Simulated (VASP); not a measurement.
# Si2Mo (I4/mmm) in VASP: notebook

The runs below take Si2Mo through electric field gradients, with PBE.

Everything below comes from runs of VASP 6.6.1. Logs are shortened: lines on timing, memory, paths and dates and some standing lists are left out, and cuts for length are marked.

### 1 The cell of the first run

The structure is tetragonal, space group I4/mmm (No. 139). Conventional cell: a = 3.200 Å, b = 3.200 Å, c = 8.097 Å, α = 90.00°, β = 90.00°, γ = 90.00°. Si (site symmetry 4mm) has 9 Si at 2.63 to 3.20 Å and 5 Mo at 2.64 to 2.70 Å within 3.5 Å. Within 3.5 Å of Mo (site symmetry 4/mmm) lie 10 Si at 2.64 to 2.70 Å and 4 Mo at 3.20 Å.

### 2 Electric field gradients, PBE (zz strain of +3 %)

Input file INCAR:

```
SYSTEM = Si2Mo
ALGO     = Normal         ! electronic algorithm
EDIFF    = 1E-8           ! SCF threshold, eV
ENCUT    = 520            ! plane-wave cutoff, eV
GGA      = PE             ! functional
ISIF     = 2              ! what is computed and relaxed
ISMEAR   = -1             ! smearing method
ISYM     = 0            
LASPH    = .True.         ! aspherical terms in the spheres
LCHARG   = .False.        ! write CHGCAR
LEFG     = .True.       
LREAL    = .False.        ! projectors in reciprocal space
LWAVE    = .False.        ! write WAVECAR
NBANDS   = 18             ! bands
NELM     = 100            ! most SCF steps
PREC     = Accurate       ! precision mode
SIGMA    = 0.03           ! smearing width, eV
```

Input file KPOINTS:

```
k-points
0
Gamma
  12 12 16
  0 0 0
```

Input file POSCAR:

```
Si2Mo
1.0
   -1.6000000000      1.6000000000      4.0484150000
    1.6000000000     -1.6000000000      4.0484150000
    1.6000000000      1.6000000000     -4.0484150000
Si Mo
2 1
Direct
    0.3330000000      0.3330000000      0.0000000000
    0.6670000000      0.6670000000      0.0000000000
    0.0000000000      0.0000000000      0.0000000000
```

Potentials or basis: VASP PAW PBE potentials, release 64 (Si, Mo_sv).

Started as:

```bash
$ cat potpaw_PBE.64/Si/POTCAR potpaw_PBE.64/Mo_sv/POTCAR > POTCAR
$ mpirun -np 1 vasp_std > vasp.out
```

OUTCAR:

```text
SYSTEM = Si2Mo
   EDIFF = 1E-8
   ENCUT = 520
   GGA = PE
   ISIF = 2
   ISMEAR = -1
   ISYM = 0
   LASPH = .True.
   LREAL = .False.
   NELM = 100
   PREC = Accurate

 ion  position               nearest neighbor table
   1  0.333  0.333  0.000-   2 2.63   2 2.63   2 2.63   2 2.63   3 2.64   3 2.64   3 2.64   3 2.64
                             3 2.70   2 2.70
   2  0.667  0.667  0.000-   1 2.63   1 2.63   1 2.63   1 2.63   3 2.64   3 2.64   3 2.64   3 2.64
                             3 2.70   1 2.70
   3  0.000  0.000  0.000-   2 2.64   2 2.64   1 2.64   2 2.64   1 2.64   1 2.64   2 2.64   1 2.64
                             1 2.70   2 2.70

IMPORTANT INFORMATION: All symmetrisations will be switched off!
NOSYMM: (Re-)initialisation of all symmetry stuff for point group C_1.

----------------------------------------------------------------------------------------

                                     Primitive cell

  volume of cell :      41.4558

  direct lattice vectors                    reciprocal lattice vectors
    -1.600000000  1.600000000  4.048415000     0.000000000  0.312500000  0.123505125
     1.600000000 -1.600000000  4.048415000     0.312500000  0.000000000  0.123505125
     1.600000000  1.600000000 -4.048415000     0.312500000  0.312500000  0.000000000

  length of vectors
     4.637851228  4.637851228  4.637851228     0.336020484  0.336020484  0.441941738

  position of ions in fractional coordinates (direct lattice)
     0.333000000  0.333000000  0.000000000
     0.667000000  0.667000000  0.000000000
     0.000000000  0.000000000  0.000000000

  ion indices of the primitive-cell ions
   primitive index   ion index
                 1           1
                 2           2
                 3           3

----------------------------------------------------------------------------------------

 KPOINTS: k-points

Automatic generation of k-mesh.
 Grid dimensions read from file:
 generate k-points for:   12   12   16

 Generating k-lattice:

  Cartesian coordinates                     Fractional coordinates (reciprocal lattice)
     0.000000000  0.026041667  0.010292094     0.083333333  0.000000000 -0.000000000
     0.026041667  0.000000000  0.010292094     0.000000000  0.083333333 -0.000000000
[... 121 lines left out ...]
  ext. energy  EPLUGINS =         0.00000000
  ---------------------------------------------------
  free energy    TOTEN  =       -23.21172124 eV

  energy without entropy =      -23.21090381  energy(sigma->0) =      -23.21131253

 E-fermi :  11.9151     XC(G=0): -12.2912

 val. band max:       11.9074905041   @ k =   0.5000   0.4167   0.3750
 cond. band min:      11.9428971819   @ k =   0.4167  -0.3333   0.3750
 fundamental gap:      0.0354066777
 Fermi energy:        11.9151288373

 k-point     1 :       0.0000    0.0000    0.0000
  band No.  band energies     occupation
      1     -48.9279      2.00000
      2     -23.0917      2.00000
      3     -22.9657      2.00000
      4     -22.9654      2.00000
      5      -1.4150      2.00000
      6       5.6415      2.00000
[... 481 lines left out ...]
      5       1.0367      2.00000
      6       4.3066      2.00000
[... 10 lines left out ...]
     17      19.1987      0.00000
     18      20.1431      0.00000

 [... further k-points ...]

------------------------ aborting loop because EDIFF is reached ----------------------------------------

  FORCE on cell =-STRESS in cart. coord.  units (eV):
  Direction    XX          YY          ZZ          XY          YZ          ZX
  --------------------------------------------------------------------------------------
  -------------------------------------------------------------------------------------
  Total        0.0152238      0.0152238     -3.1115725     -0.0001213     -0.0013329     -0.0013329
  in kB        0.5883694      0.5883675   -120.2556594     -0.0046878     -0.0515135     -0.0515135
  external PRESSURE =     -39.6929741 kB  Pullay stress =       0.0000000 kB

 VOLUME and BASIS-vectors are now :
 -----------------------------------------------------------------------------
  energy-cutoff  :      520.00
  volume of cell :       41.46
      direct lattice vectors                 reciprocal lattice vectors
    -1.600000000  1.600000000  4.048415000     0.000000000  0.312500000  0.123505125
     1.600000000 -1.600000000  4.048415000     0.312500000  0.000000000  0.123505125
     1.600000000  1.600000000 -4.048415000     0.312500000  0.312500000  0.000000000

 POSITION                                       TOTAL-FORCE (eV/Angst)
 -----------------------------------------------------------------------------------
      0.00000      0.00000      2.69624         0.000375      0.000375      0.340273
      0.00000      0.00000      5.40059        -0.000375     -0.000375     -0.340273
      0.00000      0.00000      0.00000        -0.000000     -0.000000      0.000000
 -----------------------------------------------------------------------------------
    total drift:                               -0.000000     -0.000000     -0.000000

  FREE ENERGIE OF THE ION-ELECTRON SYSTEM (eV)
  ---------------------------------------------------
  free  energy   TOTEN  =       -23.2117212427 eV

  energy  without entropy=      -23.2109038150  energy(sigma->0) =      -23.21131253

 Electric field gradients (V/A^2)
---------------------------------------------------------------------
 ion       V_xx      V_yy      V_zz      V_xy      V_xz      V_yz
---------------------------------------------------------------------
   1       3.122     3.122    -6.243     0.003    -0.002    -0.002
   2       3.122     3.122    -6.243     0.003    -0.002    -0.002
   3      11.172    11.172   -22.343    -0.131    -0.027    -0.027
---------------------------------------------------------------------

 Electric field gradients after diagonalization (V/A^2)
 (convention: |V_zz| > |V_xx| > |V_yy|)
----------------------------------------------------------------------
 ion       V_xx      V_yy      V_zz     asymmetry (V_yy - V_xx)/ V_zz
----------------------------------------------------------------------
   1       3.125     3.119    -6.243       0.001
   2       3.125     3.119    -6.243       0.001
   3      11.303    11.040   -22.343       0.012
----------------------------------------------------------------------

           NMR quadrupolar parameters

 Cq : quadrupolar parameter    Cq=e*Q*V_zz/h
 eta: asymmetry parameters     (V_yy - V_xx)/ V_zz
 Q  : nuclear electric quadrupole moment in mb (millibarn)
----------------------------------------------------------------------
 ion       Cq(MHz)       eta       Q (mb)
----------------------------------------------------------------------
   1      -0.015       0.001       1.000
   2      -0.015       0.001       1.000
   3      -0.054       0.012       1.000
----------------------------------------------------------------------
```

stdout:

```text
POSCAR found type information on POSCAR SiMo
 POSCAR found :  2 types and       3 ions
 scaLAPACK will be used
 LDA part: xc-table for (Slater+PW92), standard interpolation
[... 25 lines left out ...]
ion   1

     0.0000353    -0.0025571     0.0015487     4.9400454     0.0015487    -0.0000002
     0.0000487    -0.0025571     0.0015487     4.9400404     0.0015487    -0.0000002
     0.0000670    -0.0025571     0.0015487     4.9400322     0.0015487    -0.0000002
     0.0000923    -0.0025571     0.0015487     4.9400185     0.0015487    -0.0000002
[... 14 lines left out ...]
     0.0000532     0.1210888     0.0252826    17.8874576     0.0252821    -0.0000082
     0.0000733     0.1210849     0.0252837    17.8868743     0.0252833    -0.0000082
     0.0001009     0.1210786     0.0252856    17.8859558     0.0252852    -0.0000082
     0.0001390     0.1210685     0.0252887    17.8845178     0.0252882    -0.0000082
```

It took 18 min on 1 thread of Intel Xeon 6975P-C, shared host; peak memory 0.87 GiB.

Results:

```
Free energy            : -23.2117 eV
Pressure               : -4.0 GPa
Largest force          : 0.340 eV/Å
Band gap on the k mesh : zero (band 11 reaches 12.44 eV, above the bottom of band 12 at 11.50 eV)
```

Forces on the atoms (eV/Å):
```
Si   0.000  0.000  0.340
Si   0.000  0.000 -0.340
Mo   0.000  0.000  0.000
```

Electric field gradients, principal values (V/Å²):
```csv
atom,least,middle,greatest (by size)
1 Si,3.119,3.125,-6.243
2 Si,3.119,3.125,-6.243
3 Mo,11.040,11.303,-22.343
```

Caveat: the cell differs from its parent crystal (zz strain of +3 %); without QUAD_EFG the Cq values of the log hold for a quadrupole moment of 1 mb, not for the nuclei.

(Part 1 of 3 ends here.)
